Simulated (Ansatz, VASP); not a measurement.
# One calculation of Mg, two programs

Contents of INCAR:

```
SYSTEM = Mg
PREC = Accurate
ENCUT = 520
EDIFF = 1E-6
ISMEAR = 1
SIGMA = 0.2
LREAL = .False.
LASPH = .True.
NELM = 80
ALGO = Normal
ISIF = 2
LWAVE = .False.
LCHARG = .False.
NBANDS = 9
```

File KPOINTS:

```
Automatic mesh
0
Gamma
  12 12 6
  0 0 0
```

POSCAR

```
Mg
1.0
    3.1325008903      0.0000000000      0.0000000000
   -1.5662504451      2.7128253484      0.0000000000
    0.0000000000      0.0000000000      5.0848940941
Mg
2
Direct
    0.3333333333      0.6666666667      0.2500000000
    0.6666666667      0.3333333333      0.7500000000
```

Input for Ansatz:

```yaml
crystal:
  lattice:
    - [3.1325008903, 0.0, 0.0]
    - [-1.5662504451, 2.7128253484, 0.0]
    - [0.0, 0.0, 5.0848940941]
  atoms:
    - { symbol: Mg, position: [0.3333333333, 0.6666666667, 0.25] }
    - { symbol: Mg, position: [0.6666666667, 0.3333333333, 0.75] }
hamiltonian:
  xc: lda
  pseudopotentials:
    kind: paw
    azcp:
      Mg: "pseudopotentials/Mg.paw.azcp"
basis:
  ecutwfc: 420
  fft_grid_basis: typed
kpoints:
  mp_grid: { grid: [12, 12, 6], shift: [0, 0, 0] }
magnetization:
  spin_polarized: false
scf:
  occupations: { method: cold, width: 0.2 }
  lower_state_search: "off"
output:
  stress: true
```

Alike in both runs: task single point; functional LDA; k mesh 12 × 12 × 6; no spin polarisation.

|  | VASP | Ansatz |
| --- | --- | --- |
| version | VASP 6.6.1 | Ansatz 0.2.0 |
| potentials or method | VASP PAW LDA potentials, release 64 (Mg), cutoff 520 eV | plane waves (420 eV) with PAW, scalar-relativistic |
| occupations | methfessel-paxton of order 1, width 0.2 eV | cold, width 0.2 eV |
| valence electrons in the cell | 4 | 20 |

Ansatz gave:

* pressure (GPa): 0.0
* traceless stress, the component that is largest in VASP (GPa): -0.40

Task: Estimate VASP's values.

Result: Pressure (GPa): -0.3; traceless stress, the component that is largest in VASP (GPa): -0.43.

Ansatz warns that its potentials were made for another functional, while VASP's fit it. LDA's correlation is that of Perdew and Zunger in VASP and of Perdew and Wang (1992) in Ansatz. VASP's potentials hold 4 valence electrons a cell and Ansatz's 20, so a difference there can come from the potentials and not from the codes.
